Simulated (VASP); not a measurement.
A run of VASP 6.6.1:

File INCAR:

```
ALGO = Normal
EDIFF = 1E-6
ENCUT = 520
GGA = PE
ISIF = 2
ISMEAR = 0
LASPH = T
LCHARG = F
LREAL = F
LWAVE = F
NBANDS = 16
NELM = 80
PREC = Accurate
SIGMA = 0.01
```

File KPOINTS:

```
k-points
0
Gamma
  8 8 8
```

POSCAR

```
Mg2SO
1.0
    1.7159438464      0.9907006416      5.6550197355
   -1.7159438464      0.9907006416      5.6550197355
    0.0000000000     -1.9814012832      5.6550197355
O S Mg
1 1 2
Direct
    1.0000000000      0.0000000000      0.0000000000
    0.5000000000      0.5000000000      0.5000000000
    0.2614704948      0.2614704948      0.2614704948
    0.7385295052      0.7385295052      0.7385295052
```

Potentials or basis: VASP PAW PBE potentials, release 64 (O, S, Mg).

Command:

```console
$ cat potpaw_PBE.64/O/POTCAR potpaw_PBE.64/S/POTCAR potpaw_PBE.64/Mg/POTCAR > POTCAR
$ mpirun -np 1 vasp_std > vasp.out
```

Hardware: 1 thread of Intel(R) Xeon(R) Platinum 8488C (Sapphire Rapids) (shared host).

**Question.** How long does it take, and how much memory?

**Answer.** Wall time 2.3 min on 1 thread of Intel(R) Xeon(R) Platinum 8488C (Sapphire Rapids), with other jobs on the host, peak memory 0.34 GiB. Counts: scf iterations 14, k points 65.
